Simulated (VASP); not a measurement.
**SnTe: single point with PBE**

Crystal: SnTe.

```xyz
2
Lattice="0.0000 3.1565 3.1565 3.1565 0.0000 3.1565 3.1565 3.1565 0.0000" Properties=species:S:1:pos:R:3 pbc="T T T"
Sn    0.0000    0.0000    0.0000
Te    3.1565    3.1565    3.1565
```

| Item | Value |
| --- | --- |
| Program | VASP 6.6.1 |
| Task | single point |
| Functional | PBE |
| Potentials or basis | VASP PAW PBE potentials, release 64 (Sn_d, Te) |
| Cutoff | 520 eV |
| k mesh | 11 × 11 × 11 |
| Occupations | fermi-dirac, width 0.08 eV |
| Spin | no spin polarisation |

- Pressure: 2.0 GPa

Levels at points of the mesh, in eV from the Fermi level:
| k point | band 6 | band 7 | band 8 | band 9 | band 10 | band 11 | band 12 | band 13 | band 14 | band 15 |
| --- | --- | --- | --- | --- | --- | --- | --- | --- | --- | --- |
| (0.00, 0.00, 0.00) | -12.79 | -4.72 | -2.15 | -2.15 | -2.15 | 3.32 | 3.32 | 3.32 | 4.74 | 4.74 |

Run time: 45 s on 1 thread of Intel(R) Xeon(R) Platinum 8259CL CPU @ 2.50GHz (Skylake/Cascade Lake), on a shared host, peak memory 0.23 GiB.

Caveat: this odd mesh misses L, where the gap lies, so gap, dielectric constants and Born charges aren't listed; spin-orbit coupling is left out, which moves the levels of the heavy elements.
